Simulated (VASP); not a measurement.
Runs of VASP 6.6.1 on ZnS. The structure is that of space group P6_3mc (No. 186), or close to it. The cells are those of the table. 

```tsv
cell	gap on the mesh (eV)	pressure (GPa)	largest force (eV/Å)
a = 4.111, b = 4.111, c = 6.246 Å, angles 90.0, 90.0, 120.0°, 4 atoms	2.08	-8.0	0.25
a = 3.654, b = 3.654, c = 6.496 Å, angles 90.0, 90.0, 120.0°, 4 atoms	(c)	4.4	0.51
a = 4.111, b = 4.111, c = 5.996 Å, angles 90.0, 90.0, 120.0°, 4 atoms	2.24	(b)	0.68
a = 3.654, b = 3.654, c = 6.745 Å, angles 90.0, 90.0, 120.0°, 4 atoms	2.24	1.9	0.47
a = 3.959, b = 3.959, c = 5.746 Å, angles 90.0, 90.0, 120.0°, 4 atoms	2.67	2.8	1.36
a = 3.959, b = 3.959, c = 6.745 Å, angles 90.0, 90.0, 120.0°, 4 atoms	1.99	-8.6	0.02
a = 3.807, b = 3.807, c = 5.746 Å, angles 90.0, 90.0, 120.0°, 4 atoms	3.03	9.3	1.12
a = 3.654, b = 3.654, c = 5.996 Å, angles 90.0, 90.0, 120.0°, 4 atoms	3.40	(a)	0.03
```

Alike in all rows: task single point; level r2SCAN; potentials or basis VASP PAW PBE potentials, release 64 (Zn, S); no spin polarisation; k mesh 6 × 6 × 4; cutoff (eV) 520; smearing gaussian 0.05 eV.

Problem. Fill in the values left out.

Solution. (a) 12.6; (b) -5.3; (c) 2.62.

Caveats: the PAW data sets were made with another functional, which shifts forces and pressure a little; the cell stands under tension (at least some runs); the cell stands under pressure (at least some runs).

A k mesh can miss the band edges.
